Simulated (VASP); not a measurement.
Na: single point with PBEsol

The system is Na.

```xyz
1
Lattice="-2.1410 2.1410 2.1410 2.1410 -2.1410 2.1410 2.1410 2.1410 -2.1410" Properties=species:S:1:pos:R:3 pbc="T T T"
Na    0.0000    0.0000    0.0000
```

- Program: VASP 6.6.1
- Task: single point
- Functional: PBEsol
- Potentials or basis: VASP PAW PBE potentials, release 64 (Na_pv)
- Cutoff: 520 eV
- k mesh: 5 × 5 × 5
- Occupations: fermi-dirac, width 0.05 eV
- Spin: no spin polarisation

* Pressure: -0.5 GPa

Levels at points of the mesh, in eV from the Fermi level:
```csv
k point,band 1,band 2,band 3,band 4,band 5,band 6
"(0.00, 0.00, 0.00)",-24.92,-24.92,-24.92,-3.25,11.28,11.28
```

Run time: 2.3 s on 1 thread of Intel(R) Xeon(R) 6975P-C (Granite Rapids) (shared host), peak memory 0.14 GiB.

Caveat: the k points lie up to 0.42 Å⁻¹ apart; the PAW data sets were made with another functional, which shifts forces and pressure a little.
